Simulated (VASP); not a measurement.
# Tl (Fd-3m) in VASP: notebook

The runs below take Tl through single point, with PBE.

Program: VASP 6.6.1. These are calculated values, not measurements. Logs are shortened: lines on timing, memory, paths and dates and some standing lists are left out, and cuts for length are marked.

### 1 The cell of the first run

Symmetry: Fd-3m, No. 227, cubic system. Conventional cell: a = 5.073 Å, b = 5.073 Å, c = 5.073 Å, α = 90.00°, β = 90.00°, γ = 90.00°. Tl (site symmetry -43m) has 4 Tl at 2.20 Å within 2.9 Å.

This isn't the form of Tl at room conditions, which is hcp.

### 2 Single point, PBE

The input, INCAR:

```
SYSTEM = Tl
  PREC = Accurate
  ENCUT = 520
  EDIFF = 1E-6
  ISMEAR = -1
  SIGMA = 0.1
  LREAL = .FALSE.
  LASPH = .TRUE.
  NELM = 80
  ALGO = Normal
  ISIF = 2
  LWAVE = .FALSE.
  LCHARG = .FALSE.
  GGA = PE
  NBANDS = 20
```

The input, KPOINTS:

```
Automatic mesh
0
G
  13 13 13
  0 0 0
```

The input, POSCAR:

```
Tl
1.0
    0.0000000000      2.5365590512      2.5365590512
    2.5365590512      0.0000000000      2.5365590512
    2.5365590512      2.5365590512      0.0000000000
Tl
2
Direct
   -0.1250000000     -0.1250000000     -0.1250000000
    0.1250000000      0.1250000000      0.1250000000
```

Potentials or basis: VASP PAW PBE potentials, release 64 (Tl_d).

The run is started by

```sh
$ cat potpaw_PBE.64/Tl_d/POTCAR > POTCAR
$ mpirun -np 1 vasp_std > vasp.out
```

OUTCAR:

```text
SYSTEM = Tl
   PREC = Accurate
   ENCUT = 520
   EDIFF = 1E-6
   ISMEAR = -1
   LREAL = .FALSE.
   LASPH = .TRUE.
   NELM = 80
   ISIF = 2
   GGA = PE

 ion  position               nearest neighbor table
   1  0.875  0.875  0.875-   2 2.20   2 2.20   2 2.20   2 2.20
   2  0.125  0.125  0.125-   1 2.20   1 2.20   1 2.20   1 2.20

  LATTYP: Found a face centered cubic cell.
 ALAT       =     5.0731181024

  Lattice vectors:

 A1 = (   0.0000000000,   2.5365590512,   2.5365590512)
 A2 = (   2.5365590512,   0.0000000000,   2.5365590512)
 A3 = (   2.5365590512,   2.5365590512,   0.0000000000)

Analysis of symmetry for initial positions (statically):
=====================================================================
 Subroutine PRICEL returns:
 Original cell was already a primitive cell.

 Routine SETGRP: Setting up the symmetry group for a
 face centered cubic supercell.

 Subroutine GETGRP returns: Found 48 space group operations
 (whereof 12 operations were pure point group operations)
 out of a pool of 48 trial point group operations.

The static configuration has the point symmetry D_3d.
 The point group associated with its full space group is O_h .

Analysis of symmetry for dynamics (positions and initial velocities):
=====================================================================
 Subroutine PRICEL returns:
 Original cell was already a primitive cell.

 Routine SETGRP: Setting up the symmetry group for a
 face centered cubic supercell.

 Subroutine GETGRP returns: Found 48 space group operations
 (whereof 12 operations were pure point group operations)
 out of a pool of 48 trial point group operations.

The dynamic configuration has the point symmetry D_3d.
 The point group associated with its full space group is O_h .

 Subroutine INISYM returns: Found 48 space group operations
 (whereof 12 operations are pure point group operations),
 and found     1 'primitive' translations

----------------------------------------------------------------------------------------

                                     Primitive cell

  volume of cell :      32.6411

  direct lattice vectors                    reciprocal lattice vectors
     0.000000000  2.536559051  2.536559051    -0.197117430  0.197117430  0.197117430
     2.536559051  0.000000000  2.536559051     0.197117430 -0.197117430  0.197117430
     2.536559051  2.536559051  0.000000000     0.197117430  0.197117430 -0.197117430

[... 73 lines left out ...]
 SYSTEM =  Tl
   PREC   = accura    normal or accurate (medium, high low for compatibility)
   ISTART =      0    job   : 0-new  1-cont  2-samecut
   ICHARG =      2    charge: 1-file 2-atom 10-const
   ISPIN  =      1    spin polarized calculation?
   LNONCOLLINEAR =      F non collinear calculations
   LSORBIT =      F    spin-orbit coupling
   LASPH  =      T    aspherical Exc in radial PAW
   ENCUT  =  520.0 eV  38.22 Ry    6.18 a.u.   6.67  6.67  6.67*2*pi/ulx,y,z
   NELM   =     80;   NELMIN=  2; NELMDL= -5     # of ELM steps
   EDIFF  = 0.1E-05   stopping-criterion for ELM
   LREAL  =      F    real-space projection
   EDIFFG = 0.1E-04   stopping-criterion for IOM
   NSW    =      0    number of steps for IOM
   IBRION =     -1    ionic relax: 0-MD 1-quasi-New 2-CG
   NFREE  =      0    steps in history (QN), initial steepest desc. (CG)
   ISIF   =      2    stress and relaxation
   ISYM   =      2    0-nonsym 1-usesym 2-fastsym
   POTIM  = 0.5000    time-step for ionic-motion
   TEBEG  =    0.0;   TEEND  =   0.0 temperature during run
   PSTRESS=    0.0 pullay stress
   NELECT =      26.0000    total number of electrons
   NUPDOWN=      -1.0000    fix difference up-down
   EMIN   =  10.00;   EMAX   =-10.00  energy-range for DOS
   EFERMI =   0.00;   METHOD = LEGACY
   ISMEAR =    -1;   SIGMA  =   0.10  broadening in eV -4-tet -1-fermi 0-gaus
   EFERMI_NEDOS =   21; number of points for ismear=-14 and -15
   IALGO  =     38    algorithm
   IMIX   =      4    mixing-type and parameters
     AMIX     =   0.40;   BMIX     =  1.00
     AMIX_MAG =   1.60;   BMIX_MAG =  1.00
  volume/ion in A,a.u.               =      16.32       110.14
  Fermi-wavevector in a.u.,A,eV,Ry     =   1.517555  2.867762 31.333833  2.302972
  Thomas-Fermi vector in A             =   2.626794
   LORBIT       =      0    0 simple, 1 ext, 2 COOP (PROOUT), +10 PAW based schemes
   GGA     = PE    functional components
[... 5 lines left out ...]
 non-spin polarized calculation
  energy-cutoff  :      520.00
  volume of cell :       32.64
 maximum number of plane-waves:       899
   NGX = 13   NGY = 13   NGZ = 13

 number of electron      26.0000001 magnetization

 Free energy of the ion-electron system (eV)
  ---------------------------------------------------
  ext. energy  EPLUGINS =         0.00000000
  ---------------------------------------------------
  free energy    TOTEN  =        10.51117860 eV

  energy without entropy =       10.52778271  energy(sigma->0) =       10.51948065

 E-fermi :  15.1396     XC(G=0): -13.0157

 val. band max:       15.1185414747   @ k =   0.2308   0.0769   0.0000
 cond. band min:      15.1640833854   @ k =   0.4615   0.2308   0.0000
 fundamental gap:      0.0455419107
 Fermi energy:        15.1395840395

 k-point     1 :       0.0000    0.0000    0.0000
  band No.  band energies     occupation
      1      -1.6999      2.00000
      2      -1.6999      2.00000
      3      -1.6770      2.00000
      4      -1.6770      2.00000
      5      -1.6770      2.00000
      6      -1.3819      2.00000
[... 541 lines left out ...]
     19      26.2497      0.00000
     20      28.9189      0.00000

 [... further k-points ...]

------------------------ aborting loop because EDIFF is reached ----------------------------------------

  FORCE on cell =-STRESS in cart. coord.  units (eV):
  Direction    XX          YY          ZZ          XY          YZ          ZX
  --------------------------------------------------------------------------------------
  -------------------------------------------------------------------------------------
  Total       47.1994157     47.1994157     47.1994157      0.0000000     -0.0000000      0.0000000
  in kB     2316.7665686   2316.7665686   2316.7665686      0.0000000     -0.0000000      0.0000000
  external PRESSURE =    2316.7665686 kB  Pullay stress =       0.0000000 kB

 VOLUME and BASIS-vectors are now :
 -----------------------------------------------------------------------------
  energy-cutoff  :      520.00
  volume of cell :       32.64
      direct lattice vectors                 reciprocal lattice vectors
     0.000000000  2.536559051  2.536559051    -0.197117430  0.197117430  0.197117430
     2.536559051  0.000000000  2.536559051     0.197117430 -0.197117430  0.197117430
     2.536559051  2.536559051  0.000000000     0.197117430  0.197117430 -0.197117430

 POSITION                                       TOTAL-FORCE (eV/Angst)
 -----------------------------------------------------------------------------------
      4.43898      4.43898      4.43898        -0.000000      0.000000      0.000000
      0.63414      0.63414      0.63414         0.000000     -0.000000     -0.000000
 -----------------------------------------------------------------------------------
    total drift:                                0.000000     -0.000000     -0.000000

  FREE ENERGIE OF THE ION-ELECTRON SYSTEM (eV)
  ---------------------------------------------------
  free  energy   TOTEN  =        10.5111785961 eV

  energy  without entropy=       10.5277827110  energy(sigma->0) =       10.51948065
```

stdout:

```text
POSCAR found type information on POSCAR Tl
 POSCAR found :  1 types and       2 ions
 scaLAPACK will be used
 LDA part: xc-table for (Slater+PW92), standard interpolation
 POSCAR, INCAR and KPOINTS ok, starting setup
 FFT: planning ... GRIDC
 FFT: planning ... GRID_SOFT
 FFT: planning ... GRID
 WAVECAR not read
 entering main loop
```

It took 55 s on 1 thread of Intel Xeon 8259CL, shared host; peak memory 0.18 GiB.

What came out:

- Free energy: 10.5112 eV
- Pressure: 231.7 GPa
- Band gap on the k mesh: zero (bands 13 and 14 overlap by 9.71 eV)

Caveat: the cell stands under pressure; spin-orbit coupling is left out, which moves the levels of the heavy elements.

### 3 Single point, PBE

The input, INCAR:

```
SYSTEM = Tl
PREC = Accurate
ENCUT = 520
EDIFF = 1E-6
ISMEAR = -1
SIGMA = 0.1
LREAL = .False.
LASPH = .True.
NELM = 60
ALGO = Normal
ISIF = 2
LWAVE = .False.
LCHARG = .True.
GGA = PE
LELF = .True.
LVHAR = .True.
NBANDS = 20
```

The input, KPOINTS:

```
Automatic mesh
0
Gamma
  13 13 13
  0 0 0
```

The input, POSCAR:

```
Tl
1.0
    0.0000000000      2.5370309243      2.5370309243
    2.5370309243      0.0000000000      2.5370309243
    2.5370309243      2.5370309243      0.0000000000
Tl
2
Direct
   -0.1250000000     -0.1250000000     -0.1250000000
    0.1250000000      0.1250000000      0.1250000000
```

Potentials or basis: VASP PAW PBE potentials, release 64 (Tl_d).

The run is started by

```sh
$ cat potpaw_PBE.64/Tl_d/POTCAR > POTCAR
$ mpirun -np 1 vasp_std > vasp.out
```

Wall time 59 s (1 thread of Intel Xeon 8259CL, shared host); peak memory 0.19 GiB.

It converged, with:

| Item | Value |
| --- | --- |
| Free energy | 10.4849 eV |
| Pressure | 231.2 GPa |
| Band gap on the k mesh | zero (bands 13 and 14 overlap by 9.71 eV) |

Levels at points of the mesh, in eV from the Fermi level:
| k point | band 9 | band 10 | band 11 | band 12 | band 13 | band 14 | band 15 | band 16 | band 17 | band 18 |
| --- | --- | --- | --- | --- | --- | --- | --- | --- | --- | --- |
| (0.00, 0.00, 0.00) | -13.33 | -11.72 | -11.72 | 6.33 | 6.70 | 7.33 | 7.33 | 7.33 | 8.03 | 8.03 |

Caveat: the cell stands under pressure; spin-orbit coupling is left out, which moves the levels of the heavy elements.
